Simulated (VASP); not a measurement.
# AlN: single point with r2SCAN

AlN:

```
CELL_PARAMETERS angstrom
2.83285 0.00000 0.00000
-1.41643 2.45332 0.00000
0.00000 0.00000 4.84101
ATOMIC_POSITIONS crystal
Al 0.00000 0.00000 0.00000
Al 0.00000 0.00000 0.50000
N 0.33333 0.66667 0.25000
N 0.66667 0.33333 0.75000
```

```json
{
 "Program": "VASP 6.6.1",
 "Task": "single point",
 "Functional": "r2SCAN",
 "Potentials or basis": "VASP PAW PBE potentials, release 64 (Al, N)",
 "Cutoff": "520 eV",
 "k mesh": "12 × 12 × 6",
 "Occupations": "gaussian, width 0.01 eV",
 "Spin": "no spin polarisation"
}
```

```json
{
 "Pressure": "-0.8 GPa",
 "Band gap on the k mesh": "5.69 eV (least direct gap 5.96 eV)"
}
```

Stress tensor (GPa, compression positive):
```
-0.70  0.00  0.00
 0.00 -0.70  0.00
 0.00  0.00 -0.86
```

Levels at points of the mesh, in eV from the valence-band top:
```
           k point  band 5  band 6  band 7  band 8  band 9  band 10  band 11  band 12
(0.00, 0.00, 0.00)   -0.92   -0.58    0.00    0.00    5.96     7.08     9.60    13.39
(0.50, 0.00, 0.00)   -5.17   -3.12   -2.65   -1.18    6.04     7.21     7.39    11.72
(0.00, 0.00, 0.50)   -0.48   -0.48   -0.48   -0.48    7.38     7.38    11.38    11.38
(0.50, 0.00, 0.50)   -2.79   -2.79   -1.99   -1.99    6.43     6.43     7.83     7.83
```

It took 2.1 min on 1 thread of Intel(R) Xeon(R) 6975P-C (Granite Rapids), with other jobs on the host, peak memory 0.17 GiB.

Caveat: the PAW data sets were made with another functional, which shifts forces and pressure a little. A k mesh can miss the band edges.
